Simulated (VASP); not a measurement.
Crystal: RbBr.

```
CELL_PARAMETERS angstrom
4.12608 0.00000 0.00000
0.00000 4.12608 0.00000
0.00000 0.00000 4.12608
ATOMIC_POSITIONS crystal
Rb 0.00000 0.00000 0.00000
Br 0.50000 0.50000 0.50000
```

```yaml
Program: VASP 6.6.1
Task: relaxation of cell and atoms
Functional: revPBE
Potentials_or_basis: VASP PAW PBE potentials, release 64 (Rb_sv, Br)
Cutoff: 600 eV
k_mesh: 6 × 6 × 6
Occupations: gaussian, width 0.01 eV
Spin: no spin polarisation
```

At the start: pressure 2.1 GPa; volume 35.12 Å³/atom.

How do energy, volume and symmetry change on relaxing?

Over 6 steps the energy falls by 31.3 meV/atom and the volume is 40.60 Å³/atom (+15.6 %); space group Pm-3m (No. 221, to 0.05 Å).

Step by step:
| step | energy change (eV) | largest force (eV/Å) | pressure (GPa) | volume (Å³) |
| --- | --- | --- | --- | --- |
| 1 | 0.0000 | 0.0000 | 2.11 | 70.24 |
| 2 | -0.0453 | 0.0000 | 0.97 | 75.06 |
| 3 | -0.0619 | 0.0000 | 0.16 | 79.92 |
| 4 | -0.0625 | 0.0000 | 0.02 | 81.02 |
| 5 | -0.0625 | 0.0000 | -0.01 | 81.24 |
| 6 | -0.0625 | 0.0000 | -0.01 | 81.21 |

Final structure:
```
Rb Br
1.0
     4.33046    0.00000    0.00000
     0.00000    4.33046    0.00000
     0.00000    0.00000    4.33046
Rb Br
1 1
Direct
  0.00000 0.00000 0.00000
  0.50000 0.50000 0.50000
```

Caveat: the volume moved by over 15 % at a fixed basis, so the end points are rough; the PAW data sets were made with another functional, which shifts forces and pressure a little.
